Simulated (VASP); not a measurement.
# GaAs (P6_3/mmc) in VASP: single point with r2SCAN

Aim: the single point of GaAs with r2SCAN.

All numbers are computed with VASP 6.6.1; they aren't measurements. Logs are shortened: lines on timing, memory, paths and dates and some standing lists are left out, and cuts for length are marked.

## 1. The cell of the first run

It takes space group P6_3/mmc (No. 194, hexagonal). Conventional cell: a = 3.732 Å, b = 3.732 Å, c = 6.333 Å, α = 90.00°, β = 90.00°, γ = 120.00°. Within 3.5 Å of Ga (site symmetry -3m) lie 6 As at 2.67 Å and 2 Ga at 3.17 Å. Within 3.5 Å of As (site symmetry -6m2) lie 6 Ga at 2.67 Å.

## 2. Single point, r2SCAN

POSCAR

```
GaAs
1.0
    3.7321680278      0.0000000000      0.0000000000
   -1.8660840139      3.2321523232      0.0000000000
    0.0000000000      0.0000000000      6.3327909580
Ga As
2 2
Direct
    0.0000000000      0.0000000000      0.0000000000
    0.0000000000      0.0000000000      0.5000000000
    0.3333333333      0.6666666667      0.2500000000
    0.6666666667      0.3333333333      0.7500000000
```

INCAR.step1

```
PREC = Accurate
ENCUT = 520
ISMEAR = -1
SIGMA = 0.02
LREAL = False
LASPH = True
NELM = 80
NBANDS = 26
GGA = PE
ALGO = Normal
EDIFF = 1E-4
LWAVE = True
LCHARG = False
```

INCAR.step2

```
PREC = Accurate
ENCUT = 520
EDIFF = 1E-6
ISMEAR = -1
SIGMA = 0.02
LREAL = False
LASPH = True
NELM = 80
ALGO = Normal
ISIF = 2
LWAVE = False
LCHARG = False
METAGGA = R2SCAN
LMIXTAU = True
NBANDS = 26
ISTART = 1
```

KPOINTS

```
regular mesh
0
Gamma
  12 12 4
```

Potentials or basis: VASP PAW PBE potentials, release 64 (Ga_d, As).

Started as:

```console
> cat potpaw_PBE.64/Ga_d/POTCAR potpaw_PBE.64/As/POTCAR > POTCAR
> cp INCAR.step1 INCAR
> mpirun -np 1 vasp_std > vasp.out
> cp INCAR.step2 INCAR
> mpirun -np 1 vasp_std > vasp.out
```

OUTCAR:

```text
PREC = Accurate
   ENCUT = 520
   EDIFF = 1E-6
   ISMEAR = -1
   LREAL = False
   LASPH = True
   NELM = 80
   ISIF = 2
   METAGGA = R2SCAN
   ISTART = 1

 ion  position               nearest neighbor table
   1  0.000  0.000  0.000-   3 2.67   4 2.67   3 2.67   4 2.67   4 2.67   3 2.67
   2  0.000  0.000  0.500-   3 2.67   4 2.67   3 2.67   4 2.67   4 2.67   3 2.67
   3  0.333  0.667  0.250-   1 2.67   2 2.67   1 2.67   2 2.67   1 2.67   2 2.67
   4  0.667  0.333  0.750-   1 2.67   2 2.67   1 2.67   2 2.67   1 2.67   2 2.67

  LATTYP: Found a hexagonal cell.
 ALAT       =     3.7321680278
 C/A-ratio  =     1.6968129277

  Lattice vectors:

 A1 = (   3.7321680278,   0.0000000000,   0.0000000000)
 A2 = (  -1.8660840139,   3.2321523232,   0.0000000000)
 A3 = (   0.0000000000,   0.0000000000,   6.3327909580)

Analysis of symmetry for initial positions (statically):
=====================================================================
 Subroutine PRICEL returns:
 Original cell was already a primitive cell.

 Routine SETGRP: Setting up the symmetry group for a
 hexagonal supercell.

 Subroutine GETGRP returns: Found 24 space group operations
 (whereof 12 operations were pure point group operations)
 out of a pool of 24 trial point group operations.

The static configuration has the point symmetry D_3d.
 The point group associated with its full space group is D_6h.

Analysis of symmetry for dynamics (positions and initial velocities):
=====================================================================
 Subroutine PRICEL returns:
 Original cell was already a primitive cell.

 Routine SETGRP: Setting up the symmetry group for a
 hexagonal supercell.

 Subroutine GETGRP returns: Found 24 space group operations
 (whereof 12 operations were pure point group operations)
 out of a pool of 24 trial point group operations.

The dynamic configuration has the point symmetry D_3d.
 The point group associated with its full space group is D_6h.

 Subroutine INISYM returns: Found 24 space group operations
 (whereof 12 operations are pure point group operations),
 and found     1 'primitive' translations

----------------------------------------------------------------------------------------

                                     Primitive cell

  volume of cell :      76.3920

  direct lattice vectors                    reciprocal lattice vectors
     3.732168028  0.000000000  0.000000000     0.267940777  0.154695680  0.000000000
    -1.866084014  3.232152323  0.000000000     0.000000000  0.309391359  0.000000000
     0.000000000  0.000000000  6.332790958     0.000000000  0.000000000  0.157908260

  length of vectors
     3.732168028  3.732168028  6.332790958     0.309391359  0.309391359  0.157908260

  position of ions in fractional coordinates (direct lattice)
     0.000000000  0.000000000  0.000000000
     0.000000000  0.000000000  0.500000000
     0.333333333  0.666666667  0.250000000
     0.666666667  0.333333333  0.750000000

  ion indices of the primitive-cell ions
   primitive index   ion index
                 1           1
                 2           2
                 3           3
                 4           4

----------------------------------------------------------------------------------------

 KPOINTS: regular mesh

Automatic generation of k-mesh.
 Grid dimensions read from file:
 generate k-points for:   12   12    4

 Generating k-lattice:

  Cartesian coordinates                     Fractional coordinates (reciprocal lattice)
     0.022328398  0.012891307  0.000000000     0.083333333  0.000000000  0.000000000
     0.000000000  0.025782613  0.000000000     0.000000000  0.083333333  0.000000000
     0.000000000  0.000000000  0.039477065     0.000000000  0.000000000  0.250000000

  Length of vectors
     0.025782613  0.025782613  0.039477065

  Shift w.r.t. Gamma in fractional coordinates (k-lattice)
     0.000000000  0.000000000  0.000000000

 Subroutine IBZKPT returns following result:
 ===========================================

 Found     57 irreducible k-points:

 Following reciprocal coordinates:
            Coordinates               Weight
  0.000000  0.000000  0.000000      1.000000
  0.083333  0.000000  0.000000      6.000000
  0.166667 -0.000000  0.000000      6.000000
  0.250000 -0.000000  0.000000      6.000000
  0.333333 -0.000000  0.000000      6.000000
  0.416667 -0.000000  0.000000      6.000000
[... 16 lines left out ...]
  0.250000 -0.000000  0.250000     12.000000
  0.333333 -0.000000  0.250000     12.000000
 [... further k-points ...]
   k-points           NKPTS =     57   k-points in BZ     NKDIM =     57   number of bands    NBANDS=     26
   number of dos      NEDOS =    301   number of ions     NIONS =      4
   total plane-waves  NPLWV =  37632
   dimension x,y,z NGX =    28 NGY =   28 NGZ =   48
   dimension x,y,z NGXF=    56 NGYF=   56 NGZF=   96
   ions per type =               2   2
   NGX,Y,Z   is equivalent  to a cutoff of  12.47, 12.47, 12.60 a.u.
   NGXF,Y,Z  is equivalent  to a cutoff of  24.94, 24.94, 25.20 a.u.
 SYSTEM =  unknown system
   PREC   = accura    normal or accurate (medium, high low for compatibility)
   ISTART =      1    job   : 0-new  1-cont  2-samecut
   ICHARG =      0    charge: 1-file 2-atom 10-const
   ISPIN  =      1    spin polarized calculation?
   LNONCOLLINEAR =      F non collinear calculations
   LSORBIT =      F    spin-orbit coupling
   LASPH  =      T    aspherical Exc in radial PAW
   ENCUT  =  520.0 eV  38.22 Ry    6.18 a.u.   6.94  6.94 11.77*2*pi/ulx,y,z
   NELM   =     80;   NELMIN=  2; NELMDL=  0     # of ELM steps
   EDIFF  = 0.1E-05   stopping-criterion for ELM
   LREAL  =      F    real-space projection
   EDIFFG = 0.1E-04   stopping-criterion for IOM
   NSW    =      0    number of steps for IOM
   IBRION =     -1    ionic relax: 0-MD 1-quasi-New 2-CG
   NFREE  =      0    steps in history (QN), initial steepest desc. (CG)
   ISIF   =      2    stress and relaxation
   ISYM   =      2    0-nonsym 1-usesym 2-fastsym
   POTIM  = 0.5000    time-step for ionic-motion
   TEBEG  =    0.0;   TEEND  =   0.0 temperature during run
   PSTRESS=    0.0 pullay stress
   NELECT =      36.0000    total number of electrons
   NUPDOWN=      -1.0000    fix difference up-down
   EMIN   =  10.00;   EMAX   =-10.00  energy-range for DOS
   EFERMI =   0.00;   METHOD = LEGACY
   ISMEAR =    -1;   SIGMA  =   0.02  broadening in eV -4-tet -1-fermi 0-gaus
   EFERMI_NEDOS =   21; number of points for ismear=-14 and -15
   IALGO  =     38    algorithm
   IMIX   =      4    mixing-type and parameters
     AMIX     =   0.40;   BMIX     =  1.00
     AMIX_MAG =   1.60;   BMIX_MAG =  1.00
  volume/ion in A,a.u.               =      19.10       128.88
  Fermi-wavevector in a.u.,A,eV,Ry     =   1.273971  2.407456 22.082291  1.623003
  Thomas-Fermi vector in A             =   2.406765
   LORBIT       =      0    0 simple, 1 ext, 2 COOP (PROOUT), +10 PAW based schemes
   METAGGA = R2SCAN    functional components
   LHFCALC =     F    Hartree Fock is set to
   AEXX    =    0.0000 exact exchange contribution
   IVDW    =     0    specifies the selected vdW correction
   LEPSILON=     F    determine dielectric tensor
   LRPA    =     F    only Hartree local field effects (RPA)
 non-spin polarized calculation
  energy-cutoff  :      520.00
  volume of cell :       76.39
 maximum number of plane-waves:      2071
 NGX is ok and might be reduce to    28
   NGX = 13   NGY = 13   NGZ = 23

 number of electron      35.9999961 magnetization

 Free energy of the ion-electron system (eV)
  ---------------------------------------------------
  ext. energy  EPLUGINS =         0.00000000
  ---------------------------------------------------
  free energy    TOTEN  =       -52.29012614 eV

  energy without entropy =      -52.28838715  energy(sigma->0) =      -52.28925665

 E-fermi :   5.2962     XC(G=0): -11.4413

 val. band max:        5.2498043634   @ k =   0.0833   0.0833   0.0000
 cond. band min:       5.3013073528   @ k =   0.0000   0.0000   0.2500
 fundamental gap:      0.0515029894
 Fermi energy:         5.2962480681

 k-point     1 :       0.0000    0.0000    0.0000
  band No.  band energies     occupation
      1     -10.0886      2.00000
      2     -10.0723      2.00000
      3     -10.0722      2.00000
      4     -10.0110      2.00000
      5     -10.0110      2.00000
      6      -9.9951      2.00000
[... 18 lines left out ...]
     25      11.9710      0.00000
     26      11.9970      0.00000

 k-point     2 :       0.0833    0.0000    0.0000
  band No.  band energies     occupation
      1     -10.0874      2.00000
      2     -10.0849      2.00000
      3     -10.0717      2.00000
      4     -10.0132      2.00000
      5     -10.0090      2.00000
      6      -9.9962      2.00000
[... 18 lines left out ...]
     25      12.3918      0.00000
     26      12.8044      0.00000

 k-point     3 :       0.1667   -0.0000    0.0000
  band No.  band energies     occupation
      1     -10.1185      2.00000
      2     -10.0843      2.00000
      3     -10.0710      2.00000
      4     -10.0197      2.00000
      5     -10.0039      2.00000
      6      -9.9994      2.00000
[... 18 lines left out ...]
     25      12.2825      0.00000
     26      12.6287      0.00000

 k-point     4 :       0.2500   -0.0000    0.0000
  band No.  band energies     occupation
      1     -10.1620      2.00000
      2     -10.0800      2.00000
      3     -10.0713      2.00000
      4     -10.0292      2.00000
      5     -10.0037      2.00000
      6      -9.9981      2.00000
[... 18 lines left out ...]
     25      12.9456      0.00000
     26      13.5123      0.00000
[... 496 lines left out ...]
      1     -10.1043      2.00000
      2     -10.0621      2.00000
      3     -10.0603      2.00000
      4     -10.0331      2.00000
      5     -10.0123      2.00000
      6      -9.9954      2.00000
[... 18 lines left out ...]
     25      11.6832      0.00000
     26      13.2148      0.00000

 k-point    23 :       0.2500   -0.0000    0.2500
  band No.  band energies     occupation
      1     -10.1436      2.00000
      2     -10.0599      2.00000
      3     -10.0593      2.00000
      4     -10.0464      2.00000
      5     -10.0076      2.00000
      6      -9.9994      2.00000
[... 18 lines left out ...]
     25      12.7058      0.00000
     26      13.7767      0.00000

 k-point    24 :       0.3333   -0.0000    0.2500
  band No.  band energies     occupation
      1     -10.1801      2.00000
      2     -10.0645      2.00000
      3     -10.0608      2.00000
      4     -10.0513      2.00000
      5     -10.0044      2.00000
      6     -10.0032      2.00000
[... 18 lines left out ...]
     25      13.6918      0.00000
     26      14.6207      0.00000

 [... further k-points ...]
[... 5 lines left out ...]
  --------------------------------------------------------------------------------------
  -------------------------------------------------------------------------------------
  Total        0.0073667      0.0073667      0.0134293      0.0000000      0.0000000      0.0000000
  in kB        0.1545026      0.1545026      0.2816535      0.0000000      0.0000000      0.0000000
  external PRESSURE =       0.1968862 kB  Pullay stress =       0.0000000 kB

 VOLUME and BASIS-vectors are now :
 -----------------------------------------------------------------------------
  energy-cutoff  :      520.00
  volume of cell :       76.39
      direct lattice vectors                 reciprocal lattice vectors
     3.732168028  0.000000000  0.000000000     0.267940777  0.154695680  0.000000000
    -1.866084014  3.232152323  0.000000000     0.000000000  0.309391359  0.000000000
     0.000000000  0.000000000  6.332790958     0.000000000  0.000000000  0.157908260

 POSITION                                       TOTAL-FORCE (eV/Angst)
 -----------------------------------------------------------------------------------
      0.00000      0.00000      0.00000        -0.000000      0.000000     -0.000000
      0.00000      0.00000      3.16640        -0.000000      0.000000     -0.000000
     -0.00000      2.15477      1.58320         0.000000     -0.000000      0.000000
      1.86608      1.07738      4.74959        -0.000000      0.000000     -0.000000
 -----------------------------------------------------------------------------------
    total drift:                               -0.000000      0.000000      0.000000

  FREE ENERGIE OF THE ION-ELECTRON SYSTEM (eV)
  ---------------------------------------------------
  free  energy   TOTEN  =       -52.2901261405 eV

  energy  without entropy=      -52.2883871534  energy(sigma->0) =      -52.28925665
```

Run time: 5.5 min. Hardware: 1 thread of Intel Xeon 8259CL, shared host; peak memory 0.26 GiB.

What came out:

* Free energy: -52.2901 eV
* Pressure: 0.0 GPa
* Band gap on the k mesh: zero (bands 18 and 19 overlap by 3.79 eV)

Levels at points of the mesh, in eV from the Fermi level:
| k point | band 16 | band 17 | band 18 | band 19 | band 20 | band 21 |
| --- | --- | --- | --- | --- | --- | --- |
| (0.00, 0.00, 0.00) | -0.10 | 0.10 | 0.44 | 0.44 | 3.17 | 5.47 |
| (0.50, 0.00, 0.00) | -4.26 | -2.55 | 0.24 | 1.40 | 1.91 | 3.10 |
| (0.00, 0.00, 0.50) | 0.23 | 0.23 | 0.23 | 2.65 | 2.65 | 4.91 |
| (0.50, 0.00, 0.50) | -1.92 | -1.58 | -1.58 | -0.26 | -0.26 | 3.95 |

Caveat: the PAW data sets were made with another functional, which shifts forces and pressure a little.
